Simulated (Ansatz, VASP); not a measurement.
## Pb: VASP beside Ansatz

```
CELL_PARAMETERS angstrom
0.00000 2.47502 2.47502
2.47502 0.00000 2.47502
2.47502 2.47502 0.00000
ATOMIC_POSITIONS crystal
Pb 0.00000 0.00000 0.00000
```

Alike in both runs: task single point; functional PBE; k mesh 4 × 4 × 4; occupations fermi-dirac, width 0.06 eV; no spin polarisation.

```csv
,VASP,Ansatz
version,VASP 6.6.1,Ansatz 0.2.0
potentials or method,"VASP PAW PBE potentials, release 64 (Pb_d), cutoff 520 eV","all-electron LAPW, scalar-relativistic"
```

|  | VASP | Ansatz | Ansatz less VASP |
| --- | --- | --- | --- |
| gap on the k mesh at the Fermi level (eV) | none | none | - |
| pressure (GPa) | 1.8 | 1.9 | +0.08 |

A gap of «none» marks a metal or a gap that the smearing closes. Ansatz ran all-electron here, and VASP with PAW potentials.

The k mesh is coarse, so the values compare programs but aren't converged. Spin-orbit coupling is off throughout. Noted on Ansatz's run: the k mesh is thin for a metal, which can move the energy by tens of meV per atom.
